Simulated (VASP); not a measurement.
Input of a VASP 6.6.1 run:

File INCAR:

```
PREC = Accurate
ENCUT = 600
EDIFF = 1E-7
ISMEAR = -1
SIGMA = 0.1
LREAL = False
LASPH = True
NELM = 120
ALGO = Normal
ISIF = 3
LWAVE = False
LCHARG = False
GGA = PE
IVDW = 12
IBRION = 2
NSW = 80
EDIFFG = -0.01
GGA_COMPAT = False
NELMIN = 4
```

File KPOINTS:

```
regular mesh
0
Gamma
  9 9 3
```

File POSCAR:

```
C
1.0
    1.2807176576     -2.2182680532      0.0000000000
    1.2807176576      2.2182680532      0.0000000000
    0.0000000000      0.0000000000      7.1943848799
C
4
Direct
    0.0000000000      0.0000000000      0.2500000000
    0.0000000000      0.0000000000      0.7500000000
    0.3333333333      0.6666666667      0.2500000000
    0.6666666667      0.3333333333      0.7500000000
```

Potentials or basis: VASP PAW PBE potentials, release 64 (C).

Launch:

```bash
$ cat potpaw_PBE.64/C/POTCAR > POTCAR
$ mpirun -np 1 vasp_std > vasp.out
```

**Question.** What does it give for the dispersion energy per atom?

**Answer.** -0.159 eV.

**Question.** Predict the relaxed volume.

**Answer.** 8.72 Å³/atom.

**Question.** Estimate the relaxed cell.

**Answer.** a = 2.465 Å, b = 2.465 Å, c = 6.630 Å, α = 90.00°, β = 90.00°, γ = 120.00°.

Final structure:
```
CELL_PARAMETERS angstrom
1.23244 -2.13464 0.00000
1.23244 2.13464 0.00000
0.00000 0.00000 6.62977
ATOMIC_POSITIONS crystal
C 0.00000 0.00000 0.25000
C 0.00000 0.00000 0.75000
C 0.33333 0.66667 0.25000
C 0.66667 0.33333 0.75000
```
